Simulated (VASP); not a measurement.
# GaAs (GaAs (110), 1 layers) in VASP: further runs, part 2 of 2

VASP 6.6.1. The steps go on from the part before.

## Step 3: Single point, PBE

INCAR

```
ALGO = Normal
DIPOL = 0.5 0.5 0.500
EDIFF = 1E-6
ENCUT = 520
GGA = PE
IDIPOL = 3
ISIF = 2
ISMEAR = -1
LASPH = True
LCHARG = True
LDIPOL = True
LELF = True
LREAL = False
LVACPOTAV = True
LVHAR = True
LWAVE = False
NBANDS = 16
NELM = 80
PREC = Accurate
SIGMA = 0.02
```

KPOINTS

```
k-points
0
Gamma
  8 5 1
```

POSCAR

```
GaAs
1.0
    4.0620561041      0.0000000000      0.0000000000
    0.0000000000      5.7446148335      0.0000000000
    0.0000000000      0.0000000000     13.0000000000
Ga As
1 1
Direct
    0.2500000000      0.1250000000      0.5000000000
    0.7500000000      0.8750000000      0.5000000000
```

Potentials or basis: VASP PAW PBE potentials, release 64 (Ga_d, As).

On the command line:

```console
$ cat potpaw_PBE.64/Ga_d/POTCAR potpaw_PBE.64/As/POTCAR > POTCAR
$ mpirun -np 1 vasp_std > vasp.out
```

OUTCAR:

```text
EDIFF = 1E-6
   ENCUT = 520
   GGA = PE
   ISIF = 2
   ISMEAR = -1
   LASPH = True
   LREAL = False
   NELM = 80
   PREC = Accurate

 ion  position               nearest neighbor table
   1  0.250  0.125  0.500-   2 2.49   2 2.49
   2  0.750  0.875  0.500-   1 2.49   1 2.49

  LATTYP: Found a simple orthorhombic cell.
 ALAT       =     4.0620561041
 B/A-ratio  =     1.4142135624
 C/A-ratio  =     3.2003496916

  Lattice vectors:

[... 466 lines left out ...]

  FORCE on cell =-STRESS in cart. coord.  units (eV):
  Direction    XX          YY          ZZ          XY          YZ          ZX
  --------------------------------------------------------------------------------------
  -------------------------------------------------------------------------------------
  Total       -2.0200211     -2.5056392      0.0000917      0.0000000      0.0000000      0.0000000
  in kB      -10.6688178    -13.2336284      0.0004842      0.0000000      0.0000000      0.0000000
  external PRESSURE =      -7.9673207 kB  Pullay stress =       0.0000000 kB

 VOLUME and BASIS-vectors are now :
 -----------------------------------------------------------------------------
  energy-cutoff  :      520.00
  volume of cell :      303.35
      direct lattice vectors                 reciprocal lattice vectors
     4.062056104  0.000000000  0.000000000     0.246180746  0.000000000  0.000000000
     0.000000000  5.744614834  0.000000000     0.000000000  0.174076075  0.000000000
     0.000000000  0.000000000 13.000000000     0.000000000  0.000000000  0.076923077

 POSITION                                       TOTAL-FORCE (eV/Angst)
 -----------------------------------------------------------------------------------
      1.01551      0.71808      6.50000         0.000000     -1.464838      0.000000
      3.04654      5.02654      6.50000         0.000000      1.464838      0.000000
 -----------------------------------------------------------------------------------
    total drift:                                0.000000     -0.000211      0.000000

  FREE ENERGIE OF THE ION-ELECTRON SYSTEM (eV)
  ---------------------------------------------------
  free  energy   TOTEN  =        -5.8587612404 eV

  energy  without entropy=       -5.8552972845  energy(sigma->0) =       -5.85702926

 vacuum level on the upper side and lower side of the slab         1.381         1.381
```

OSZICAR:

```text
N       E                     dE             d eps       ncg     rms          rms(c)
DAV:   1     0.739178333453E+02    0.73918E+02   -0.69195E+03   520   0.818E+02
DAV:   2     0.130197374382E+01   -0.72616E+02   -0.70372E+02   600   0.166E+02
DAV:   3    -0.599896335818E+01   -0.73009E+01   -0.72450E+01   560   0.535E+01
[... 11 lines left out ...]
DAV:  15    -0.585871398814E+01   -0.54759E-04   -0.33158E-06   480   0.807E-03    0.237E-03
DAV:  16    -0.585874614379E+01   -0.32156E-04   -0.22593E-06   400   0.626E-03    0.957E-04
DAV:  17    -0.585875803148E+01   -0.11888E-04   -0.71870E-07   416   0.338E-03    0.328E-04
DAV:  18    -0.585876055130E+01   -0.25198E-05   -0.13811E-07   392   0.132E-03    0.401E-04
DAV:  19    -0.585876124042E+01   -0.68912E-06   -0.38831E-08   384   0.735E-04
   1 F= -.58587612E+01 E0= -.58570293E+01  d E =-.346396E-02
```

stdout:

```text
POSCAR found type information on POSCAR GaAs
 POSCAR found :  2 types and       2 ions
 scaLAPACK will be used
 LDA part: xc-table for (Slater+PW92), standard interpolation
 POSCAR, INCAR and KPOINTS ok, starting setup
 FFT: planning ... GRIDC
 FFT: planning ... GRID_SOFT
 FFT: planning ... GRID
 WAVECAR not read
 entering main loop
 -----------------------------------------------------------------------------
|                                                                             |
|           W    W    AA    RRRRR   N    N  II  N    N   GGGG   !!!           |
|           W    W   A  A   R    R  NN   N  II  NN   N  G    G  !!!           |
|           W    W  A    A  R    R  N N  N  II  N N  N  G       !!!           |
|           W WW W  AAAAAA  RRRRR   N  N N  II  N  N N  G  GGG   !            |
|           WW  WW  A    A  R   R   N   NN  II  N   NN  G    G                |
|           W    W  A    A  R    R  N    N  II  N    N   GGGG   !!!           |
|                                                                             |
|     Did not find any points to average over, which means that no vacuum     |
|     field-free region was found. Please increase the size of  your cell     |
|     in the dimension of the dipole correction to obtain accurate            |
|     workfunction values.                                                    |
|                                                                             |
 -----------------------------------------------------------------------------
```

It took 4.2 min on 1 thread of AMD EPYC 7R13, shared host; peak memory 0.35 GiB.

What came out:

| Property | Result |
| --- | --- |
| Free energy | -5.8588 eV |
| Largest force | 1.465 eV/Å |

Forces in eV/Å, atoms in the order of the input:
```
Ga   0.000 -1.465  0.000
As   0.000  1.465  0.000
```

## Step 4: Single point, PBE

This run uses another cell than the first one, of 186.68 Å³/atom, 1.231 times its volume.

INCAR

```
ALGO = Normal ; DIPOL = 0.5 0.5 0.500
EDIFF = 1E-6 ; ENCUT = 520
GGA = PE ; IDIPOL = 3
ISIF = 2 ; ISMEAR = -1
LASPH = T ; LCHARG = F
LDIPOL = T ; LREAL = F
LWAVE = F ; NBANDS = 16
NELM = 80 ; PREC = Accurate
SIGMA = 0.02
```

KPOINTS is that of step 3.

POSCAR, as its differences from that of step 3:

```diff
@@ -4,3 +4,3 @@
     0.0000000000      5.7446148335      0.0000000000
-    0.0000000000      0.0000000000     13.0000000000
+    0.0000000000      0.0000000000     16.0000000000
 Ga As
```

On the command line:

```console
$ cat potpaw_PBE.64/Ga_d/POTCAR potpaw_PBE.64/As/POTCAR > POTCAR
$ mpirun -np 1 vasp_std > vasp.out
```

Wall time 5.5 min (1 thread of AMD EPYC 7R13, shared host); peak memory 0.41 GiB.

The run converged. Its results:

```
Free energy   : -5.8588 eV
Largest force : 1.465 eV/Å
```

Forces in eV/Å, atoms in the order of the input:
```
Ga   0.000 -1.465  0.000
As   0.000  1.465  0.000
```

Levels at points of the mesh, in eV from the Fermi level:
| k point | band 6 | band 7 | band 8 | band 9 | band 10 | band 11 | band 12 | band 13 |
| --- | --- | --- | --- | --- | --- | --- | --- | --- |
| (0.00, 0.00, 0.00) | -10.30 | -3.81 | -1.02 | -0.78 | 0.28 | 3.08 | 3.56 | 4.26 |
| (0.50, 0.00, 0.00) | -9.46 | -5.70 | -1.17 | 0.02 | 0.13 | 2.17 | 4.00 | 4.65 |

## Step 5: Single point, PBE

This run uses another cell than the first one, of 186.68 Å³/atom, 1.231 times its volume.

INCAR

```
PREC = Accurate
ENCUT = 520
EDIFF = 1E-7
ISMEAR = -1
SIGMA = 0.02
LREAL = False
LASPH = True
NELM = 100
ALGO = Normal
ISIF = 2
LWAVE = False
LCHARG = False
LDIPOL = True
IDIPOL = 3
DIPOL = 0.5 0.5 0.500
GGA = PE
NBANDS = 16
EFIELD = -0.1
```

KPOINTS

```
Automatic mesh
0
Gamma
  8 5 1
```

POSCAR is that of step 4.

Potentials or basis: VASP PAW PBE potentials, release 64 (Ga_d, As).

On the command line:

```console
$ cat potpaw_PBE.64/Ga_d/POTCAR potpaw_PBE.64/As/POTCAR > POTCAR
$ mpirun -np 1 vasp_std > vasp.out
```

OUTCAR:

```text
PREC = Accurate
   ENCUT = 520
   EDIFF = 1E-7
   ISMEAR = -1
   LREAL = False
   LASPH = True
   NELM = 100
   ISIF = 2
   GGA = PE

 ion  position               nearest neighbor table
   1  0.250  0.125  0.500-   2 2.49   2 2.49
   2  0.750  0.875  0.500-   1 2.49   1 2.49

  LATTYP: Found a simple orthorhombic cell.
 ALAT       =     4.0620561041
 B/A-ratio  =     1.4142135624
 C/A-ratio  =     3.9388919281

  Lattice vectors:

 A1 = (   4.0620561041,   0.0000000000,   0.0000000000)
[... 468 lines left out ...]

  FORCE on cell =-STRESS in cart. coord.  units (eV):
  Direction    XX          YY          ZZ          XY          YZ          ZX
  --------------------------------------------------------------------------------------
  -------------------------------------------------------------------------------------
  Total       -2.0180205     -2.5041889     -0.0032172      0.0000000     -0.0000006      0.0000000
  in kB       -8.6598296    -10.7460994     -0.0138058      0.0000000     -0.0000024      0.0000000
  external PRESSURE =      -6.4732450 kB  Pullay stress =       0.0000000 kB

 VOLUME and BASIS-vectors are now :
 -----------------------------------------------------------------------------
  energy-cutoff  :      520.00
  volume of cell :      373.36
      direct lattice vectors                 reciprocal lattice vectors
     4.062056104  0.000000000  0.000000000     0.246180746  0.000000000  0.000000000
     0.000000000  5.744614834  0.000000000     0.000000000  0.174076075  0.000000000
     0.000000000  0.000000000 16.000000000     0.000000000  0.000000000  0.062500000

 POSITION                                       TOTAL-FORCE (eV/Angst)
 -----------------------------------------------------------------------------------
      1.01551      0.71808      8.00000         0.000000     -1.464634      0.011710
      3.04654      5.02654      8.00000         0.000000      1.464634     -0.011710
 -----------------------------------------------------------------------------------
    total drift:                                0.000000     -0.000125     -0.000004

  FREE ENERGIE OF THE ION-ELECTRON SYSTEM (eV)
  ---------------------------------------------------
  free  energy   TOTEN  =        -5.8606272735 eV

  energy  without entropy=       -5.8571690471  energy(sigma->0) =       -5.85889816

 vacuum level on the upper side and lower side of the slab         1.710         0.438
```

stdout:

```text
POSCAR found type information on POSCAR GaAs
 POSCAR found :  2 types and       2 ions
 scaLAPACK will be used
 LDA part: xc-table for (Slater+PW92), standard interpolation
 POSCAR, INCAR and KPOINTS ok, starting setup
 FFT: planning ... GRIDC
 FFT: planning ... GRID_SOFT
 FFT: planning ... GRID
 WAVECAR not read
 entering main loop
```

Wall time 6 min (1 thread of AMD EPYC 7R13, shared host); peak memory 0.41 GiB.

Results:

```yaml
Free_energy: -5.8606 eV
Largest_force: 1.465 eV/Å
```

Forces on the atoms (eV/Å):
```
Ga   0.000 -1.465  0.012
As   0.000  1.465 -0.012
```

Levels at points of the mesh, in eV from the Fermi level:
| k point | band 7 | band 8 | band 9 | band 10 | band 11 | band 12 |
| --- | --- | --- | --- | --- | --- | --- |
| (0.00, 0.00, 0.00) | -3.81 | -1.02 | -0.78 | 0.28 | 3.08 | 3.56 |
| (0.50, 0.00, 0.00) | -5.70 | -1.17 | 0.02 | 0.13 | 2.17 | 4.00 |

## Step 6: Overview

| cell | electric field (eV/Å) | largest force (eV/Å) |
| --- | --- | --- |
| a = 4.062, b = 5.745, c = 13.000 Å, 2 atoms | - | 1.46 |
| a = 4.062, b = 5.745, c = 16.000 Å, 2 atoms | - | 1.46 |
| a = 4.062, b = 5.745, c = 16.000 Å, 2 atoms | 0.1 | 1.46 |

Alike in all rows: task single point; level PBE; potentials or basis VASP PAW PBE potentials, release 64 (Ga_d, As); no spin polarisation; k mesh 8 × 5 × 1; cutoff (eV) 520; smearing fermi-dirac 0.02 eV.

Total energies depend on the potentials used, so only differences within one code and one set of settings carry meaning.
